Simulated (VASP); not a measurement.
The system is Pd.

```xyz
1
Lattice="0.0000 1.9202 1.9202 1.9202 0.0000 1.9202 1.9202 1.9202 0.0000" Properties=species:S:1:pos:R:3 pbc="T T T"
Pd    0.0000    0.0000    0.0000
```

Base run:

- Program: VASP 6.6.1
- Functional: revPBE
- Potentials or basis: VASP PAW PBE potentials, release 64 (Pd)
- Cutoff: 520 eV
- k mesh: 12 × 12 × 12
- Occupations: fermi-dirac, width 0.05 eV
- Spin: no spin polarisation

Its results: band gap on the k mesh zero (band 5 reaches 10.86 eV, above the bottom of band 6 at 9.17 eV); pressure 19.4 GPa.

Q: The run is repeated on the same cell with these changes: functional from revPBE to LDA; potentials or basis from VASP PAW PBE potentials, release 64 (Pd) to VASP PAW LDA potentials, release 64 (Pd). What comes out?

A: Band gap on the k mesh zero (band 5 reaches 10.62 eV, above the bottom of band 6 at 8.92 eV); pressure -0.2 GPa.

Caveats: the PAW data sets were made with another functional, which shifts forces and pressure a little (some runs).
